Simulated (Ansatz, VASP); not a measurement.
# Two plane-wave programs on ZnO

```
CELL_PARAMETERS angstrom
2.65188 0.00000 0.00000
0.00000 2.65188 0.00000
0.00000 0.00000 2.65188
ATOMIC_POSITIONS crystal
Zn 0.00000 0.00000 0.00000
O 0.50000 0.50000 0.50000
```

Alike in both runs: task single point; functional PBE; k mesh 10 × 10 × 10; occupations fermi-dirac, width 0.05 eV; no spin polarisation.

|  | VASP | Ansatz |
| --- | --- | --- |
| version | VASP 6.6.1 | Ansatz 0.2.0 |
| potentials or method | VASP PAW PBE potentials, release 64 (Zn, O) | Ansatz PAW soft_1 |
| plane-wave cutoff (eV) | 600 | 420 |
| valence electrons in the cell | 18 | 18 |

```csv
,VASP,Ansatz,Ansatz less VASP
gap on the k mesh at the Fermi level (eV),none,none,-
pressure (GPa),7.7,7.0,-0.65
```

A gap of «none» marks a metal or a gap that the smearing closes.
